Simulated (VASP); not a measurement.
Crystal: GaN.

```xyz
8
Lattice="3.2171 0.0000 0.0000 -1.6086 2.7861 0.0000 0.0000 0.0000 10.4954" Properties=species:S:1:pos:R:3 pbc="T T T"
Ga    0.0000    0.0000   -0.0037
Ga    0.0000    1.8574    2.6232
Ga    0.0000    0.0000    5.2440
Ga    1.6086    0.9287    7.8709
N     0.0000    0.0000    1.9692
N     0.0000    1.8574    4.5947
N     0.0000    0.0000    7.2169
N     1.6086    0.9287    9.8424
```

- Program: VASP 6.6.1
- Task: relaxation of cell and atoms
- Functional: r2SCAN
- Potentials or basis: VASP PAW PBE potentials, release 64 (Ga_d, N)
- Cutoff: 600 eV
- k mesh: 12 × 12 × 2
- Occupations: fermi-dirac, width 0.02 eV
- Spin: no spin polarisation

At the start: pressure -5.2 GPa; volume 11.76 Å³/atom.

Where does the relaxation end?

Over 3 steps the energy falls by 5.4 meV/atom and the volume is 11.43 Å³/atom (-2.8 %); space group P6_3mc (No. 186, to 0.1 Å) before and after.

Step by step:
| step | energy change (eV) | largest force (eV/Å) | pressure (GPa) | volume (Å³) |
| --- | --- | --- | --- | --- |
| 1 | 0.0000 | 0.0092 | -5.17 | 94.07 |
| 2 | -0.0005 | 0.0170 | 5.70 | 89.00 |
| 3 | -0.0432 | 0.0048 | 0.02 | 91.48 |

Final structure:
```
Ga N
1.0
     3.18726    0.00000    0.00000
    -1.59363    2.76025    0.00000
     0.00000    0.00000   10.39791
Ga N
4 4
Direct
  0.00000 0.00000 0.99963
  0.33333 0.66667 0.24993
  0.00000 0.00000 0.49963
  0.66667 0.33333 0.74993
  0.00000 0.00000 0.18765
  0.33333 0.66667 0.43779
  0.00000 0.00000 0.68765
  0.66667 0.33333 0.93779
```

Caveat: the PAW data sets were made with another functional, which shifts forces and pressure a little.
